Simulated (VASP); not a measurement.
A run of VASP 6.6.1 is set up as follows.

Contents of INCAR:

```
  PREC = Accurate
  ENCUT = 520
  EDIFF = 1E-6
  ISMEAR = -1
  SIGMA = 0.05
  LREAL = Auto
  LASPH = True
  NELM = 100
  ALGO = Normal
  ISIF = 2
  LWAVE = False
  LCHARG = True
  GGA = PE
  IVDW = 12
  LELF = True
  LVHAR = True
  NBANDS = 64
```

Contents of KPOINTS:

```
regular mesh
0
Gamma
  1 1 1
```

Contents of POSCAR:

```
H6C2O
1.0
    7.5290720000      0.0000000000      0.0000000000
    0.0000000000      7.5290720000      0.0000000000
    0.0000000000      0.0000000000      7.5290720000
C O H
8 4 24
Direct
    0.0478943487      0.2648666396      0.3897425871
    0.1909265843      0.2476932084      0.2631399992
    0.5721422242      0.4845882733      0.6763250504
    0.3834469905      0.3780811234      0.6722475227
    0.4656483561      0.7905755185      0.0584268553
    0.5057861048      0.6980541559      0.2357661077
    0.9272191845     -0.0627301744      1.0180404703
    0.8075497219      0.0993482331      1.0417884170
    0.1260580321      0.3472937966      0.0939558023
    0.3635773439      0.2010075080      0.7341542225
    0.6364927842      0.5494169799      0.2177692018
    0.7224396313      0.1133871478      1.2065896036
    0.0651076255      0.4423652742      0.1551452822
    0.3041543500      0.3405333353      0.3066114921
    0.2285274998      0.1062813584      0.2009410987
    0.0478677850      0.1537639698      0.4820514401
    0.0718282412      0.3813484583      0.4860625586
   -0.0861062293      0.2687183759      0.3494985836
    0.2839128116      0.2348762238      0.8417239203
    0.2812033143      0.4851461110      0.6991963950
    0.3568301645      0.3429240682      0.5350991463
    0.5334654789      0.6224140239      0.6691130062
    0.6312995811      0.4916409353      0.8118131956
    0.6803228871      0.4382346191      0.5839365064
    0.7273539156      0.5480489495      0.3199730325
    0.5229462542      0.7986641647      0.3437608247
    0.4027853632      0.6368115486      0.3085240784
    0.3409849182      0.8346181309      0.0392345830
    0.5635621495      0.8921418204      0.0209056309
    0.4921323637      0.6961814152     -0.0593565847
    0.6160520181      0.1722523041      1.2125531540
    0.9011469143      0.2059085104      1.0512982211
    0.6921304511      0.0985778858      0.9294372534
    0.9750338422     -0.0940487752      0.8826054526
    1.0348287279     -0.0363125761      1.1158878544
    0.8717143361     -0.1856138446      1.0732531180
```

Potentials or basis: VASP PAW PBE potentials, release 64 (C, O, H).

The run is started by

```sh
$ cat potpaw_PBE.64/C/POTCAR potpaw_PBE.64/O/POTCAR potpaw_PBE.64/H/POTCAR > POTCAR
$ mpirun -np 1 vasp_gam > vasp.out
```

Task: Estimate the dispersion energy per atom.

Result: -0.035 eV.

Task: What does it give for the largest force?

Result: 5.247 eV/Å.

Task: Predict the band gap on the k mesh.

Result: 4.20 eV.

Task: Predict the pressure.

Result: -0.6 GPa.

Forces in eV/Å, atoms in the order of the input:
```
C    0.338  0.500  3.996
C    1.553  0.800 -3.820
C   -0.605 -1.446  1.444
C    1.698  1.559 -2.774
C    4.274 -2.853 -1.063
C    0.827  0.356  0.369
C    0.097 -0.538  1.715
C   -2.190 -0.247 -2.621
O    1.022 -0.774  0.913
O   -1.796  1.392  4.011
O    1.242  1.188  1.342
O    2.309 -2.838  2.020
H   -0.298  0.619 -0.497
H   -0.346 -1.754 -0.458
H   -0.322  2.147  1.480
H    0.087 -0.469  0.392
H   -0.236 -0.813 -1.061
H   -1.256 -0.020 -1.139
H    1.303 -1.581 -1.143
H    0.242 -1.172  0.800
H    0.370  1.083 -0.931
H    0.056  0.637 -1.062
H   -0.118 -0.723 -0.224
H   -0.948  0.298  0.347
H   -1.730  0.365 -1.576
H    1.545  0.050 -0.562
H   -2.162 -1.080 -0.354
H   -3.486  1.282 -0.084
H   -0.277  0.181  0.664
H   -0.550  0.358  1.339
H   -2.636  1.657 -0.587
H    0.170  1.169 -1.518
H    2.113  0.553  1.290
H   -0.056  0.600  0.338
H    0.272 -0.300 -0.768
H   -0.507 -0.185 -0.218
```

Caveat: the k points lie up to 0.83 Å⁻¹ apart, too coarse for converged energies, forces and pressures.
